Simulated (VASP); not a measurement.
Set up this calculation in VASP 6.6.1, as the native input.

* Task: single point
* Functional: r2SCAN
* Potentials or basis: VASP PAW PBE potentials, release 64 (Al, Ni)
* Cutoff: 520 eV
* k mesh: 24 × 24 × 14
* Occupations: gaussian, width 0.1 eV
* Spin: no spin polarisation
* Dipole correction: no
* Further INCAR settings: ALGO = Normal; EDIFF = 1e-06; NBANDS = 14

The system is AlNi.

```
CELL_PARAMETERS angstrom
2.33372 -1.34890 -0.05275
2.33372 1.34890 -0.05275
-1.46491 0.00000 3.91011
ATOMIC_POSITIONS crystal
Al 0.00000 0.00000 0.00000
Ni 0.50000 0.50000 0.50000
```

One way to write it, as run:

POSCAR

```
AlNi
1.0
    2.3337190668     -1.3489006963     -0.0527478792
    2.3337190668      1.3489006963     -0.0527478792
   -1.4649060586      0.0000000000      3.9101084832
Al Ni
1 1
Direct
    0.0000000000      0.0000000000      0.0000000000
    0.5000000000      0.5000000000      0.5000000000
```

INCAR.step1

```
SYSTEM = AlNi
PREC = Accurate
ENCUT = 520
ISMEAR = 0
SIGMA = 0.1
LREAL = .FALSE.
LASPH = .TRUE.
NELM = 100
NBANDS = 14
GGA = PE
ALGO = Normal
EDIFF = 1E-4
LWAVE = .TRUE.
LCHARG = .FALSE.
```

INCAR.step2

```
SYSTEM = AlNi
PREC = Accurate
ENCUT = 520
EDIFF = 1E-6
ISMEAR = 0
SIGMA = 0.1
LREAL = .FALSE.
LASPH = .TRUE.
NELM = 100
ALGO = Normal
ISIF = 2
LWAVE = .FALSE.
LCHARG = .FALSE.
METAGGA = R2SCAN
LMIXTAU = .TRUE.
NBANDS = 14
ISTART = 1
```

KPOINTS

```
regular mesh
0
G
  24 24 14
  0 0 0
```

Potentials or basis: VASP PAW PBE potentials, release 64 (Al, Ni).

Run with:

```bash
$ cat potpaw_PBE.64/Al/POTCAR potpaw_PBE.64/Ni/POTCAR > POTCAR
$ cp INCAR.step1 INCAR
$ mpirun -np 1 vasp_std > vasp.out
$ cp INCAR.step2 INCAR
$ mpirun -np 1 vasp_std > vasp.out
```

Results of the run:

The pressure is -0.3 GPa and the band gap on the k mesh is zero (an odd number of electrons rules out a gap without spin polarisation).

Caveat: the PAW data sets were made with another functional, which shifts forces and pressure a little.

It took 68 min on 1 thread of Oxide Virtual Turin-like Processor (shared host), peak memory 0.75 GiB.
